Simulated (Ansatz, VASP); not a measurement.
## Ti in VASP and in Ansatz

File INCAR:

```
SYSTEM = Ti
AGGAC = 1.0
AGGAX = 1.0
ALDAC = 0.0
ALDAX = 1.0
ALGO = Normal
EDIFF = 1E-6
EDIFFG = -0.01
ENCUT = 600
GGA = B5
IBRION = 2
ISIF = 3
ISMEAR = -1
IVDW = 13
LASPH = .TRUE.
LCHARG = .FALSE.
LREAL = .FALSE.
LWAVE = .FALSE.
NELM = 80
NSW = 60
PREC = Accurate
SIGMA = 0.05
VDW_A1 = 0.44488865
VDW_A2 = 4.0933009
VDW_S6 = 1.0
VDW_S8 = 2.34076671
```

Contents of KPOINTS:

```
k-points
0
G
  11 11 11
  0 0 0
```

Contents of POSCAR:

```
Ti
1.0
    0.0000000000      2.0300000000      2.0300000000
    2.0300000000      0.0000000000      2.0300000000
    2.0300000000      2.0300000000      0.0000000000
Ti
1
Direct
    0.0000000000      0.0000000000      0.0000000000
```

The input input.yaml:

```yaml
crystal:
  lattice:
    - [0.0, 2.03, 2.03]
    - [2.03, 0.0, 2.03]
    - [2.03, 2.03, 0.0]
  atoms:
    - { symbol: Ti, position: [0.0, 0.0, 0.0] }
hamiltonian:
  xc: blyp
  pseudopotentials: { kind: paw }
  dispersion: d4
kpoints:
  mp_grid: { grid: [11, 11, 11] }
scf:
  occupations: { method: fermi_dirac, width: 0.05 }
output:
  forces: true
  stress: true
  eigenvalues: true
relax:
  f_tol: 0.01
  max_steps: 40
  cell: { stress_tol: 0.05 }
```

Alike in both runs: task relaxation of cell and atoms; functional BLYP; dispersion D4; k mesh 11 × 11 × 11; occupations fermi-dirac, width 0.05 eV; no spin polarisation.

```csv
,VASP,Ansatz
version,VASP 6.6.1,Ansatz 0.2.0
potentials or method,"VASP PAW PBE potentials, release 64 (Ti_sv)",Ansatz PAW
plane-wave cutoff (eV),600,420
valence electrons in the cell,12,12
```

|  | VASP | Ansatz | Ansatz less VASP |
| --- | --- | --- | --- |
| gap on the k mesh at the Fermi level, each at its own relaxed structure (eV) | none | none | - |
| relaxed volume (Å³/atom) | 17.15 | 17.15 | +0.005 |
| relaxed cell length with the largest relative difference (Å) | 2.895 | 2.895 | +0.0003 |

VASP's potentials were made for PBE, not for BLYP. A gap of «none» marks a metal or a gap that the smearing closes.

Noted on Ansatz's run: the plane-wave basis is chosen anew once the cell has moved, so the energies of steps on either side of that aren't comparable.
